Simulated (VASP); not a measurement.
# CsCl (Pm-3m) in VASP: further runs

Runs on CsCl. Level: PBE. Tasks: electric field gradients.

All numbers are computed with VASP 6.6.1; they aren't measurements. Logs are shortened: lines on timing, memory, paths and dates and some standing lists are left out, and cuts for length are marked.

## Step 1: The cell of the first run

Symmetry: Pm-3m, No. 221, cubic system. Conventional cell: a = 4.123 Å, b = 4.123 Å, c = 4.123 Å, α = 90.00°, β = 90.00°, γ = 90.00°. Within 4.7 Å of Cs (site symmetry m-3m) lie 8 Cl at 3.57 Å and 6 Cs at 4.12 Å. Within 4.7 Å of Cl (site symmetry m-3m) lie 8 Cs at 3.57 Å and 6 Cl at 4.12 Å.

## Step 2: Electric field gradients, PBE

INCAR reads:

```
ALGO = Normal
EDIFF = 1E-8
ENCUT = 400
GGA = PE
GGA_COMPAT = F
ISIF = 2
ISMEAR = -1
LASPH = T
LCHARG = F
LEFG = T
LREAL = F
LWAVE = F
NBANDS = 15
NELM = 120
PREC = Accurate
SIGMA = 0.03
```

KPOINTS reads:

```
k-points
0
Gamma
  6 6 6
```

POSCAR reads:

```
CsCl
1.0
    4.1230000000      0.0000000000      0.0000000000
    0.0000000000      4.1230000000      0.0000000000
    0.0000000000      0.0000000000      4.1230000000
Cs Cl
1 1
Direct
    0.0000000000      0.0000000000      0.0000000000
    0.5000000000      0.5000000000      0.5000000000
```

Potentials or basis: VASP PAW PBE potentials, release 64 (Cs_sv, Cl).

Run with:

```
> cat potpaw_PBE.64/Cs_sv/POTCAR potpaw_PBE.64/Cl/POTCAR > POTCAR
> mpirun -np 1 vasp_std > vasp.out
```

OUTCAR:

```text
EDIFF = 1E-8
   ENCUT = 400
   GGA = PE
   ISIF = 2
   ISMEAR = -1
   LASPH = T
   LREAL = F
   NELM = 120
   PREC = Accurate

 ion  position               nearest neighbor table
   1  0.000  0.000  0.000-
   2  0.500  0.500  0.500-

  LATTYP: Found a simple cubic cell.
 ALAT       =     4.1230000000

  Lattice vectors:

 A1 = (   4.1230000000,   0.0000000000,   0.0000000000)
 A2 = (   0.0000000000,   4.1230000000,   0.0000000000)
 A3 = (   0.0000000000,   0.0000000000,   4.1230000000)

Analysis of symmetry for initial positions (statically):
=====================================================================
 Subroutine PRICEL returns:
 Original cell was already a primitive cell.

 Routine SETGRP: Setting up the symmetry group for a
 simple cubic supercell.

 Subroutine GETGRP returns: Found 48 space group operations
 (whereof 48 operations were pure point group operations)
 out of a pool of 48 trial point group operations.

The static configuration has the point symmetry O_h .

Analysis of symmetry for dynamics (positions and initial velocities):
=====================================================================
 Subroutine PRICEL returns:
 Original cell was already a primitive cell.

 Routine SETGRP: Setting up the symmetry group for a
 simple cubic supercell.

 Subroutine GETGRP returns: Found 48 space group operations
 (whereof 48 operations were pure point group operations)
 out of a pool of 48 trial point group operations.

The dynamic configuration has the point symmetry O_h .

 Subroutine INISYM returns: Found 48 space group operations
 (whereof 48 operations are pure point group operations),
 and found     1 'primitive' translations

----------------------------------------------------------------------------------------

                                     Primitive cell

  volume of cell :      70.0874

  direct lattice vectors                    reciprocal lattice vectors
     4.123000000  0.000000000  0.000000000     0.242541838  0.000000000  0.000000000
     0.000000000  4.123000000  0.000000000     0.000000000  0.242541838  0.000000000
     0.000000000  0.000000000  4.123000000     0.000000000  0.000000000  0.242541838

  length of vectors
     4.123000000  4.123000000  4.123000000     0.242541838  0.242541838  0.242541838

  position of ions in fractional coordinates (direct lattice)
     0.000000000  0.000000000  0.000000000
     0.500000000  0.500000000  0.500000000

  ion indices of the primitive-cell ions
   primitive index   ion index
                 1           1
                 2           2

----------------------------------------------------------------------------------------

 KPOINTS: k-points

Automatic generation of k-mesh.
 Grid dimensions read from file:
 generate k-points for:    6    6    6

 Generating k-lattice:

  Cartesian coordinates                     Fractional coordinates (reciprocal lattice)
     0.040423640  0.000000000  0.000000000     0.166666667  0.000000000  0.000000000
     0.000000000  0.040423640  0.000000000     0.000000000  0.166666667  0.000000000
     0.000000000  0.000000000  0.040423640     0.000000000  0.000000000  0.166666667

  Length of vectors
     0.040423640  0.040423640  0.040423640

  Shift w.r.t. Gamma in fractional coordinates (k-lattice)
     0.000000000  0.000000000  0.000000000

 Subroutine IBZKPT returns following result:
 ===========================================

 Found     20 irreducible k-points:

 Following reciprocal coordinates:
            Coordinates               Weight
  0.000000  0.000000  0.000000      1.000000
  0.166667  0.000000  0.000000      6.000000
  0.333333  0.000000  0.000000      6.000000
  0.500000  0.000000  0.000000      3.000000
  0.166667  0.166667  0.000000     12.000000
  0.333333  0.166667  0.000000     24.000000
[... 12 lines left out ...]
  0.500000  0.500000  0.333333      6.000000
  0.500000  0.500000  0.500000      1.000000
   k-points           NKPTS =     20   k-points in BZ     NKDIM =     20   number of bands    NBANDS=     15
   number of dos      NEDOS =    301   number of ions     NIONS =      2
   total plane-waves  NPLWV =  21952
   dimension x,y,z NGX =    28 NGY =   28 NGZ =   28
   dimension x,y,z NGXF=    56 NGYF=   56 NGZF=   56
   ions per type =               1   1
   NGX,Y,Z   is equivalent  to a cutoff of  11.29, 11.29, 11.29 a.u.
   NGXF,Y,Z  is equivalent  to a cutoff of  22.58, 22.58, 22.58 a.u.
 SYSTEM =  unknown system
   PREC   = accura    normal or accurate (medium, high low for compatibility)
   ISTART =      0    job   : 0-new  1-cont  2-samecut
   ICHARG =      2    charge: 1-file 2-atom 10-const
   ISPIN  =      1    spin polarized calculation?
   LNONCOLLINEAR =      F non collinear calculations
   LSORBIT =      F    spin-orbit coupling
   LASPH  =      T    aspherical Exc in radial PAW
   ENCUT  =  400.0 eV  29.40 Ry    5.42 a.u.   6.72  6.72  6.72*2*pi/ulx,y,z
   NELM   =    120;   NELMIN=  2; NELMDL= -5     # of ELM steps
   EDIFF  = 0.1E-07   stopping-criterion for ELM
   LREAL  =      F    real-space projection
   EDIFFG = 0.1E-06   stopping-criterion for IOM
   NSW    =      0    number of steps for IOM
   IBRION =     -1    ionic relax: 0-MD 1-quasi-New 2-CG
   NFREE  =      0    steps in history (QN), initial steepest desc. (CG)
   ISIF   =      2    stress and relaxation
   ISYM   =      2    0-nonsym 1-usesym 2-fastsym
   POTIM  = 0.5000    time-step for ionic-motion
   TEBEG  =    0.0;   TEEND  =   0.0 temperature during run
   PSTRESS=    0.0 pullay stress
   NELECT =      16.0000    total number of electrons
   NUPDOWN=      -1.0000    fix difference up-down
   EMIN   =  10.00;   EMAX   =-10.00  energy-range for DOS
   EFERMI =   0.00;   METHOD = LEGACY
   ISMEAR =    -1;   SIGMA  =   0.03  broadening in eV -4-tet -1-fermi 0-gaus
   EFERMI_NEDOS =   21; number of points for ismear=-14 and -15
   IALGO  =     38    algorithm
   IMIX   =      4    mixing-type and parameters
     AMIX     =   0.40;   BMIX     =  1.00
     AMIX_MAG =   1.60;   BMIX_MAG =  1.00
  volume/ion in A,a.u.               =      35.04       236.49
  Fermi-wavevector in a.u.,A,eV,Ry     =   1.000541  1.890748 13.620547  1.001082
  Thomas-Fermi vector in A             =   2.132904
   LORBIT       =      0    0 simple, 1 ext, 2 COOP (PROOUT), +10 PAW based schemes
   GGA     = PE    functional components
   LHFCALC =     F    Hartree Fock is set to
   AEXX    =    0.0000 exact exchange contribution
   IVDW    =     0    specifies the selected vdW correction
   LEPSILON=     F    determine dielectric tensor
   LRPA    =     F    only Hartree local field effects (RPA)
 non-spin polarized calculation
  energy-cutoff  :      400.00
  volume of cell :       70.09
 maximum number of plane-waves:      1328
 NGX is ok and might be reduce to    28
   NGX = 13   NGY = 13   NGZ = 13

 number of electron      16.0000003 magnetization

 Free energy of the ion-electron system (eV)
  ---------------------------------------------------
  ext. energy  EPLUGINS =         0.00000000
  ---------------------------------------------------
  free energy    TOTEN  =        -6.52686168 eV

  energy without entropy =       -6.52686168  energy(sigma->0) =       -6.52686168

 E-fermi :   0.3725     XC(G=0):  -8.2578

 val. band max:       -0.3161089379   @ k =   0.0000   0.0000   0.0000
 cond. band min:       4.9429706964   @ k =   0.0000   0.0000   0.0000
 fundamental gap:      5.2590796343
 Fermi energy:         0.3724578715

 k-point     1 :       0.0000    0.0000    0.0000
  band No.  band energies     occupation
      1     -19.6965      2.00000
      2     -12.4963      2.00000
      3      -6.1848      2.00000
      4      -6.1848      2.00000
      5      -6.1848      2.00000
      6      -0.3161      2.00000
      7      -0.3161      2.00000
      8      -0.3161      2.00000
      9       4.9430      0.00000
     10       5.0776      0.00000
     11       5.0776      0.00000
     12       9.7118      0.00000
     13       9.7118      0.00000
     14       9.7118      0.00000
     15      12.8898      0.00000
[... 325 lines left out ...]
 k-point    20 :       0.5000    0.5000    0.5000
  band No.  band energies     occupation
      1     -19.4789      2.00000
      2     -12.3296      2.00000
      3      -6.7166      2.00000
      4      -6.7166      2.00000
      5      -6.7166      2.00000
      6      -1.4126      2.00000
      7      -1.4126      2.00000
      8      -1.4126      2.00000
      9       8.1782      0.00000
     10       8.1782      0.00000
     11       8.1782      0.00000
     12      10.2114      0.00000
     13      10.2114      0.00000
     14      10.2114      0.00000
     15      12.1305      0.00000

------------------------ aborting loop because EDIFF is reached ----------------------------------------

  FORCE on cell =-STRESS in cart. coord.  units (eV):
  Direction    XX          YY          ZZ          XY          YZ          ZX
  --------------------------------------------------------------------------------------
  -------------------------------------------------------------------------------------
  Total        0.4481426      0.4481426      0.4481426      0.0000000     -0.0000000     -0.0000000
  in kB       10.2444060     10.2444060     10.2444060      0.0000000     -0.0000000     -0.0000000
  external PRESSURE =      10.2444060 kB  Pullay stress =       0.0000000 kB

 VOLUME and BASIS-vectors are now :
 -----------------------------------------------------------------------------
  energy-cutoff  :      400.00
  volume of cell :       70.09
      direct lattice vectors                 reciprocal lattice vectors
     4.123000000  0.000000000  0.000000000     0.242541838  0.000000000  0.000000000
     0.000000000  4.123000000  0.000000000     0.000000000  0.242541838  0.000000000
     0.000000000  0.000000000  4.123000000     0.000000000  0.000000000  0.242541838

 POSITION                                       TOTAL-FORCE (eV/Angst)
 -----------------------------------------------------------------------------------
      0.00000      0.00000      0.00000         0.000000      0.000000      0.000000
      2.06150      2.06150      2.06150         0.000000      0.000000      0.000000
 -----------------------------------------------------------------------------------
    total drift:                                0.000000      0.000000      0.000000

  FREE ENERGIE OF THE ION-ELECTRON SYSTEM (eV)
  ---------------------------------------------------
  free  energy   TOTEN  =        -6.5268616811 eV

  energy  without entropy=       -6.5268616811  energy(sigma->0) =       -6.52686168

 Electric field gradients (V/A^2)
---------------------------------------------------------------------
 ion       V_xx      V_yy      V_zz      V_xy      V_xz      V_yz
---------------------------------------------------------------------
   1      -0.000    -0.000    -0.000     0.000    -0.000     0.000
   2       0.000     0.000    -0.000     0.000    -0.000     0.000
---------------------------------------------------------------------

 Electric field gradients after diagonalization (V/A^2)
 (convention: |V_zz| > |V_xx| > |V_yy|)
----------------------------------------------------------------------
 ion       V_xx      V_yy      V_zz     asymmetry (V_yy - V_xx)/ V_zz
----------------------------------------------------------------------
   1      -0.000    -0.000    -0.000      -0.027
   2      -0.000     0.000     0.000       1.064
----------------------------------------------------------------------

           NMR quadrupolar parameters

 Cq : quadrupolar parameter    Cq=e*Q*V_zz/h
 eta: asymmetry parameters     (V_yy - V_xx)/ V_zz
 Q  : nuclear electric quadrupole moment in mb (millibarn)
----------------------------------------------------------------------
 ion       Cq(MHz)       eta       Q (mb)
----------------------------------------------------------------------
   1      -0.000      -0.027       1.000
   2       0.000       1.064       1.000
----------------------------------------------------------------------
```

It took 12 s on 1 thread of Intel Xeon Platinum 8259CL at 2.50GHz (Skylake/Cascade Lake), shared host; peak memory 0.15 GiB.

What came out:

```yaml
Free_energy: -6.5269 eV
Pressure: 1.0 GPa
Band_gap_on_the_k_mesh: 5.26 eV, direct
```

Caveat: without QUAD_EFG the Cq values of the log hold for a quadrupole moment of 1 mb, not for the nuclei; spin-orbit coupling is left out, which moves the levels of the heavy elements.

(Continued in part 2 of 2.)
